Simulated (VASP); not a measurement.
Input of a VASP 6.6.1 run:

Contents of INCAR:

```
SYSTEM = CrNi
ALGO     = Normal         ! electronic algorithm
EDIFF    = 1E-6           ! SCF threshold, eV
ENCUT    = 700            ! plane-wave cutoff, eV
GGA      = PE             ! functional
GGA_COMPAT= .False.      
ISIF     = 2              ! what is computed and relaxed
ISMEAR   = 0              ! smearing method
LASPH    = .True.         ! aspherical terms in the spheres
LCHARG   = .False.        ! write CHGCAR
LREAL    = .False.        ! projectors in reciprocal space
LWAVE    = .False.        ! write WAVECAR
NBANDS   = 23             ! bands
NELM     = 120            ! most SCF steps
PREC     = Accurate       ! precision mode
SIGMA    = 0.1            ! smearing width, eV
```

Contents of KPOINTS:

```
k-points
0
Gamma
  6 6 6
  0 0 0
```

POSCAR

```
CrNi
1.0
    1.2444927944      0.7185082499      4.1478027932
   -1.2444927944      0.7185082499      4.1478027932
    0.0000000000     -1.4370164998      4.1478027932
Cr Ni
1 1
Direct
    0.6500000000      0.0760000000      0.4530000000
    1.1500000000      0.5760000000      0.9530000000
```

Potentials or basis: VASP PAW PBE potentials, release 64 (Cr_sv, Ni_sv_GW).

Launch:

```sh
$ cat potpaw_PBE.64/Cr_sv/POTCAR potpaw_PBE.64/Ni_sv_GW/POTCAR > POTCAR
$ mpirun -np 1 vasp_std > vasp.out
```

Problem. Estimate the band gap on the k mesh.

Solution. Zero (bands 16 and 17 overlap by 0.94 eV).

Problem. Predict the pressure.

Solution. 0.4 GPa.

Stress tensor (GPa, compression positive):
```
-1.06  0.00  0.00
 0.00 -1.06  0.00
 0.00  0.00  3.33
```

Caveat: the k points lie up to 0.49 Å⁻¹ apart, too coarse for converged energies and pressures of a metal; the run has no spin polarisation, though such a crystal can be magnetic. Spin polarisation is off, so any magnetic state and its effect on volume and gap are missing.
